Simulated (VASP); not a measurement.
Li5Cl3, 8 atoms in the cell. The structure is tetragonal, space group P4/mmm (No. 123). Conventional cell: a = 3.228 Å, b = 3.228 Å, c = 14.793 Å, α = 90.00°, β = 90.00°, γ = 90.00°. Within 3.6 Å of Li (site symmetry 4mm) lie 4 Cl at 2.73 Å and 9 Li at 3.15 to 3.56 Å. Li (site symmetry 4/mmm) has 8 Cl at 2.82 Å and 6 Li at 3.15 to 3.23 Å within 3.7 Å. Li (site symmetry 4mm) has 4 Cl at 2.74 Å and 9 Li at 3.03 to 3.56 Å within 3.6 Å. Cl (site symmetry 4mm) has 8 Li at 2.73 to 2.82 Å and 5 Cl at 3.23 to 3.31 Å within 3.6 Å. Within 3.6 Å of Cl (site symmetry 4/mmm) lie 8 Li at 2.74 Å and 4 Cl at 3.23 Å. 

| Item | Value |
| --- | --- |
| Program | VASP 6.6.1 |
| Task | relaxation of cell and atoms |
| Functional | PBE |
| Potentials or basis | VASP PAW PBE potentials, release 64 (Li_sv, Cl) |
| Cutoff | 600 eV |
| k mesh | 12 × 12 × 4 |
| Occupations | gaussian, width 0.1 eV |
| Spin | no spin polarisation |
| Dipole correction | no |
| Further INCAR settings | ALGO = Normal; EDIFF = 1e-06; IBRION = 2; EDIFFG = -0.01; NSW = 100; ISIF = 3 |

Potentials or basis: VASP PAW PBE potentials, release 64 (Li_sv, Cl).

Run with:

```bash
$ cat potpaw_PBE.64/Li_sv/POTCAR potpaw_PBE.64/Cl/POTCAR > POTCAR
$ mpirun -np 1 vasp_std > vasp.out
```

Hardware: 1 thread of Intel(R) Xeon(R) Platinum 8488C (Sapphire Rapids), with other jobs on the host.

Estimate the wall time of this run.

Run time: 15 min on 1 thread of Intel(R) Xeon(R) Platinum 8488C (Sapphire Rapids), on a shared host, peak memory 0.48 GiB. Counts: scf iterations 43, k points 84, ion steps 7.
